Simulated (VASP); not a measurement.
# Ge (P6_3/mmc) in VASP: relaxation of cell and atoms with LDA

Aim: the relaxation of cell and atoms of Ge with LDA.

Everything below comes from runs of VASP 6.6.1. Logs are shortened: lines on timing, memory, paths and dates and some standing lists are left out, and cuts for length are marked.

### 1 The cell of the first run

The structure is hexagonal, space group P6_3/mmc (No. 194). Conventional cell: a = 3.008 Å, b = 3.008 Å, c = 9.823 Å, α = 90.00°, β = 90.00°, γ = 120.00°. Within 4.0 Å of Ge (site symmetry -3m) lie 12 Ge at 3.01 Å. Within 4.0 Å of Ge (site symmetry -6m2) lie 12 Ge at 3.01 Å.

This isn't the form of Ge at room conditions, which is diamond.

### 2 Relaxation of cell and atoms, LDA

Input file INCAR:

```
SYSTEM = Ge
PREC     = Accurate       ! precision mode
ENCUT    = 600            ! plane-wave cutoff, eV
EDIFF    = 1E-6           ! SCF threshold, eV
ISMEAR   = -1             ! smearing method
SIGMA    = 0.1            ! smearing width, eV
LREAL    = .False.        ! projectors in reciprocal space
LASPH    = .True.         ! aspherical terms in the spheres
NELM     = 100            ! most SCF steps
ALGO     = Normal         ! electronic algorithm
ISIF     = 3              ! what is computed and relaxed
LWAVE    = .False.        ! write WAVECAR
LCHARG   = .False.        ! write CHGCAR
GGA      = CA             ! functional
IBRION   = 2              ! ionic algorithm
NSW      = 80             ! ionic steps
EDIFFG   = -0.01          ! ionic threshold
```

Input file KPOINTS:

```
Automatic mesh
0
Gamma
  12 12 4
  0 0 0
```

Input file POSCAR:

```
Ge
1.0
    3.0076538696      0.0000000000      0.0000000000
   -1.5038269348      2.6047046568      0.0000000000
    0.0000000000      0.0000000000      9.8229975381
Ge
4
Direct
    0.0000000000      0.0000000000      0.0000000000
    0.0000000000      0.0000000000      0.5000000000
    0.3333333333      0.6666666667      0.2500000000
    0.6666666667      0.3333333333      0.7500000000
```

Potentials or basis: VASP PAW LDA potentials, release 64 (Ge_d).

On the command line:

```
cat potpaw_LDA.64/Ge_d/POTCAR > POTCAR
mpirun -np 1 vasp_std > vasp.out
```

OUTCAR:

```text
SYSTEM = Ge
   PREC = Accurate
   ENCUT = 600
   EDIFF = 1E-6
   ISMEAR = -1
   LREAL = .False.
   LASPH = .True.
   NELM = 100
   ISIF = 3
   GGA = CA
   IBRION = 2
   NSW = 80
   EDIFFG = -0.01

 ion  position               nearest neighbor table
   1  0.000  0.000  0.000-
   2  0.000  0.000  0.500-
   3  0.333  0.667  0.250-
   4  0.667  0.333  0.750-

  LATTYP: Found a hexagonal cell.
 ALAT       =     3.0076538696
 C/A-ratio  =     3.2660000000

  Lattice vectors:

 A1 = (   3.0076538696,   0.0000000000,   0.0000000000)
 A2 = (  -1.5038269348,   2.6047046568,   0.0000000000)
 A3 = (   0.0000000000,   0.0000000000,   9.8229975381)

Analysis of symmetry for initial positions (statically):
=====================================================================
 Subroutine PRICEL returns:
 Original cell was already a primitive cell.

 Routine SETGRP: Setting up the symmetry group for a
 hexagonal supercell.

 Subroutine GETGRP returns: Found 24 space group operations
 (whereof 12 operations were pure point group operations)
 out of a pool of 24 trial point group operations.

The static configuration has the point symmetry D_3d.
 The point group associated with its full space group is D_6h.

Analysis of symmetry for dynamics (positions and initial velocities):
=====================================================================
 Subroutine PRICEL returns:
 Original cell was already a primitive cell.

 Routine SETGRP: Setting up the symmetry group for a
 hexagonal supercell.

 Subroutine GETGRP returns: Found 24 space group operations
 (whereof 12 operations were pure point group operations)
 out of a pool of 24 trial point group operations.

The dynamic configuration has the point symmetry D_3d.
 The point group associated with its full space group is D_6h.

 Subroutine INISYM returns: Found 24 space group operations
 (whereof 12 operations are pure point group operations),
 and found     1 'primitive' translations

----------------------------------------------------------------------------------------

                                     Primitive cell

  volume of cell :      76.9539

  direct lattice vectors                    reciprocal lattice vectors
     3.007653870  0.000000000  0.000000000     0.332485068  0.191960343  0.000000000
    -1.503826935  2.604704657  0.000000000     0.000000000  0.383920687  0.000000000
     0.000000000  0.000000000  9.822997538     0.000000000  0.000000000  0.101801919

  length of vectors
     3.007653870  3.007653870  9.822997538     0.383920687  0.383920687  0.101801919

  position of ions in fractional coordinates (direct lattice)
     0.000000000  0.000000000  0.000000000
     0.000000000  0.000000000  0.500000000
     0.333333333  0.666666667  0.250000000
     0.666666667  0.333333333  0.750000000

  ion indices of the primitive-cell ions
   primitive index   ion index
                 1           1
                 2           2
                 3           3
                 4           4

----------------------------------------------------------------------------------------

 KPOINTS: Automatic mesh

Automatic generation of k-mesh.
 Grid dimensions read from file:
 generate k-points for:   12   12    4

 Generating k-lattice:

  Cartesian coordinates                     Fractional coordinates (reciprocal lattice)
     0.027707089  0.015996695  0.000000000     0.083333333 -0.000000000  0.000000000
     0.000000000  0.031993391  0.000000000     0.000000000  0.083333333  0.000000000
     0.000000000  0.000000000  0.025450480     0.000000000  0.000000000  0.250000000

  Length of vectors
     0.031993391  0.031993391  0.025450480

  Shift w.r.t. Gamma in fractional coordinates (k-lattice)
     0.000000000  0.000000000  0.000000000

 Subroutine IBZKPT returns following result:
 ===========================================

 Found     57 irreducible k-points:

 Following reciprocal coordinates:
            Coordinates               Weight
  0.000000  0.000000  0.000000      1.000000
  0.083333 -0.000000  0.000000      6.000000
  0.166667  0.000000  0.000000      6.000000
  0.250000  0.000000  0.000000      6.000000
  0.333333  0.000000  0.000000      6.000000
  0.416667  0.000000  0.000000      6.000000
[... 16 lines left out ...]
  0.250000  0.000000  0.250000     12.000000
  0.333333  0.000000  0.250000     12.000000
 [... further k-points ...]
   k-points           NKPTS =     57   k-points in BZ     NKDIM =     57   number of bands    NBANDS=     33
   number of dos      NEDOS =    301   number of ions     NIONS =      4
   total plane-waves  NPLWV =  46080
   dimension x,y,z NGX =    24 NGY =   24 NGZ =   80
   dimension x,y,z NGXF=    48 NGYF=   48 NGZF=  160
   ions per type =               4
   NGX,Y,Z   is equivalent  to a cutoff of  13.27, 13.27, 13.54 a.u.
   NGXF,Y,Z  is equivalent  to a cutoff of  26.53, 26.53, 27.08 a.u.
 SYSTEM =  Ge
   PREC   = accura    normal or accurate (medium, high low for compatibility)
   ISTART =      0    job   : 0-new  1-cont  2-samecut
   ICHARG =      2    charge: 1-file 2-atom 10-const
   ISPIN  =      1    spin polarized calculation?
   LNONCOLLINEAR =      F non collinear calculations
   LSORBIT =      F    spin-orbit coupling
   LASPH  =      T    aspherical Exc in radial PAW
   ENCUT  =  600.0 eV  44.10 Ry    6.64 a.u.   6.01  6.01 19.62*2*pi/ulx,y,z
   NELM   =    100;   NELMIN=  2; NELMDL= -5     # of ELM steps
   EDIFF  = 0.1E-05   stopping-criterion for ELM
   LREAL  =      F    real-space projection
   EDIFFG = -.1E-01   stopping-criterion for IOM
   NSW    =     80    number of steps for IOM
   IBRION =      2    ionic relax: 0-MD 1-quasi-New 2-CG
   NFREE  =      1    steps in history (QN), initial steepest desc. (CG)
   ISIF   =      3    stress and relaxation
   ISYM   =      2    0-nonsym 1-usesym 2-fastsym
   POTIM  = 0.5000    time-step for ionic-motion
   TEBEG  =    0.0;   TEEND  =   0.0 temperature during run
   PSTRESS=    0.0 pullay stress
   NELECT =      56.0000    total number of electrons
   NUPDOWN=      -1.0000    fix difference up-down
   EMIN   =  10.00;   EMAX   =-10.00  energy-range for DOS
   EFERMI =   0.00;   METHOD = LEGACY
   ISMEAR =    -1;   SIGMA  =   0.10  broadening in eV -4-tet -1-fermi 0-gaus
   EFERMI_NEDOS =   21; number of points for ismear=-14 and -15
   IALGO  =     38    algorithm
   IMIX   =      4    mixing-type and parameters
     AMIX     =   0.40;   BMIX     =  1.00
     AMIX_MAG =   1.60;   BMIX_MAG =  1.00
  volume/ion in A,a.u.               =      19.24       129.83
  Fermi-wavevector in a.u.,A,eV,Ry     =   1.472518  2.782656 29.501652  2.168310
  Thomas-Fermi vector in A             =   2.587523
   LORBIT       =      0    0 simple, 1 ext, 2 COOP (PROOUT), +10 PAW based schemes
   GGA     = CA    functional components
   LHFCALC =     F    Hartree Fock is set to
   AEXX    =    0.0000 exact exchange contribution
   IVDW    =     0    specifies the selected vdW correction
   LEPSILON=     F    determine dielectric tensor
   LRPA    =     F    only Hartree local field effects (RPA)
 conjugate gradient relaxation of ions
 non-spin polarized calculation
  energy-cutoff  :      600.00
  volume of cell :       76.95
 maximum number of plane-waves:      2604
   NGX = 13   NGY = 13   NGZ = 39

--------------------------------------- Ionic step        1  -------------------------------------------

 number of electron      56.0000072 magnetization

 Free energy of the ion-electron system (eV)
  ---------------------------------------------------
  ext. energy  EPLUGINS =         0.00000000
  ---------------------------------------------------
  free energy    TOTEN  =       -19.47373645 eV

  energy without entropy =      -19.40044532  energy(sigma->0) =      -19.43709089

------------------------ aborting loop because EDIFF is reached ----------------------------------------

  FORCE on cell =-STRESS in cart. coord.  units (eV):
  Direction    XX          YY          ZZ          XY          YZ          ZX
  --------------------------------------------------------------------------------------
  -------------------------------------------------------------------------------------
  Total       -2.0904210     -2.0904210     -2.0444267      0.0000000      0.0000000      0.0000000
  in kB      -43.5225139    -43.5225139    -42.5649124      0.0000000      0.0000000      0.0000000
  external PRESSURE =     -43.2033134 kB  Pullay stress =       0.0000000 kB
[... 95 lines left out ...]
  FREE ENERGIE OF THE ION-ELECTRON SYSTEM (eV)
  ---------------------------------------------------
  free  energy   TOTEN  =       -19.5315356454 eV

  energy  without entropy=      -19.4590133706  energy(sigma->0) =      -19.49527451

[... ionic steps 4 to 12 ...]

--------------------------------------- Ionic step       13  -------------------------------------------

 number of electron      56.0000013 magnetization

------------------------ aborting loop because EDIFF is reached ----------------------------------------

  FORCE on cell =-STRESS in cart. coord.  units (eV):
  Direction    XX          YY          ZZ          XY          YZ          ZX
  --------------------------------------------------------------------------------------
  -------------------------------------------------------------------------------------
  Total       -0.1050015     -0.1050015      0.0547629     -0.0000000     -0.0000000      0.0000000
  in kB       -2.3234026     -2.3234026      1.2117564     -0.0000000     -0.0000000      0.0000000
  external PRESSURE =      -1.1450163 kB  Pullay stress =       0.0000000 kB
[... 61 lines left out ...]
  energy  without entropy=      -19.4711867718  energy(sigma->0) =      -19.50215920

--------------------------------------- Ionic step       15  -------------------------------------------

 number of electron      55.9999987 magnetization

 Free energy of the ion-electron system (eV)
  ---------------------------------------------------
  ext. energy  EPLUGINS =         0.00000000
  ---------------------------------------------------
  free energy    TOTEN  =       -19.53313337 eV

  energy without entropy =      -19.47264665  energy(sigma->0) =      -19.50289001

 E-fermi :   7.0021     XC(G=0): -11.8058

 val. band max:        6.9923564574   @ k =   0.4167   0.1667   0.0000
 cond. band min:       7.0584727230   @ k =   0.2500   0.0000   0.5000
 fundamental gap:      0.0661162656
 Fermi energy:         7.0020705757

 k-point     1 :       0.0000    0.0000    0.0000
  band No.  band energies     occupation
      1     -17.8228      2.00000
      2     -17.8181      2.00000
      3     -17.8181      2.00000
      4     -17.8176      2.00000
      5     -17.8156      2.00000
      6     -17.8156      2.00000
[... 853 lines left out ...]
     32      10.9823      0.00000
     33      11.8037      0.00000

 [... further k-points ...]

------------------------ aborting loop because EDIFF is reached ----------------------------------------

  FORCE on cell =-STRESS in cart. coord.  units (eV):
  Direction    XX          YY          ZZ          XY          YZ          ZX
  --------------------------------------------------------------------------------------
  -------------------------------------------------------------------------------------
  Total        0.0181850      0.0181850      0.0382437     -0.0000000     -0.0000000      0.0000000
  in kB        0.4037735      0.4037735      0.8491483     -0.0000000     -0.0000000      0.0000000
  external PRESSURE =       0.5522317 kB  Pullay stress =       0.0000000 kB
[... 19 lines left out ...]
  FREE ENERGIE OF THE ION-ELECTRON SYSTEM (eV)
  ---------------------------------------------------
  free  energy   TOTEN  =       -19.5331333744 eV

  energy  without entropy=      -19.4726466457  energy(sigma->0) =      -19.50289001

 reached required accuracy - stopping structural energy minimisation
```

Wall time 33 min (1 thread of Oxide Virtual Turin-like, shared host); peak memory 0.24 GiB.

Results:

- Free energy: -19.5331 eV
- Relaxed volume: 18.04 Å³/atom
- Relaxed cell: a = 2.972 Å, b = 2.972 Å, c = 9.431 Å, α = 90.00°, β = 90.00°, γ = 120.00°
- Space group after relaxing (to 0.1 Å): P6_3/mmc (No. 194)
- Energy gained by relaxing: 14.8 meV/atom
- Ionic steps: 15
- Pressure after relaxing: 0.1 GPa
- Band gap on the k mesh: zero (bands 28 and 29 overlap by 9.96 eV)

The path:
| step | energy change (eV) | largest force (eV/Å) | pressure (GPa) | volume (Å³) |
| --- | --- | --- | --- | --- |
| 1 | 0.0000 | 0.0000 | -4.32 | 76.95 |
| 2 | -0.0534 | 0.0000 | 1.25 | 71.32 |
| 3 | -0.0578 | 0.0000 | -0.07 | 72.60 |
| 4 | -0.0578 | 0.0000 | -0.09 | 72.51 |
| 5 | -0.0568 | 0.0000 | 0.55 | 71.91 |
| 6 | -0.0578 | 0.0000 | 0.13 | 72.42 |
| 7 | -0.0579 | 0.0000 | 0.01 | 72.57 |
| 8 | -0.0579 | 0.0000 | -0.34 | 72.70 |
| 9 | -0.0579 | 0.0000 | -0.11 | 72.61 |
| 10 | -0.0581 | 0.0000 | -0.23 | 72.61 |
| 11 | -0.0585 | 0.0000 | -0.23 | 72.58 |
| 12 | -0.0592 | 0.0000 | -0.26 | 72.53 |
| 13 | -0.0587 | 0.0000 | -0.11 | 72.41 |
| 14 | -0.0594 | 0.0000 | -0.22 | 72.49 |
| 15 | -0.0594 | 0.0000 | 0.06 | 72.16 |

Final structure:
```
Ge
1.0
     2.97239    0.00000    0.00000
    -1.48620    2.57417    0.00000
     0.00000    0.00000    9.43069
Ge
4
Cartesian
  -1.4862 2.5742 0.0000
  -1.4862 2.5742 4.7153
  0.0000 1.7161 2.3577
  1.4862 0.8581 7.0730
```

Levels at points of the mesh, in eV from the Fermi level:
| k point | band 26 | band 27 | band 28 | band 29 | band 30 | band 31 |
| --- | --- | --- | --- | --- | --- | --- |
| (0.00, 0.00, 0.00) | 1.76 | 1.77 | 6.66 | 6.66 | 7.52 | 7.52 |
| (0.50, 0.00, 0.00) | -5.13 | -2.07 | -1.63 | -0.45 | 0.53 | 2.41 |
| (0.00, 0.00, 0.50) | -2.71 | 6.70 | 6.70 | 6.92 | 6.92 | 6.92 |
| (0.50, 0.00, 0.50) | -4.16 | -3.55 | -3.55 | 2.02 | 2.02 | 2.84 |

The gap in the log of VASP goes by the Fermi energy; the results here count the filled bands.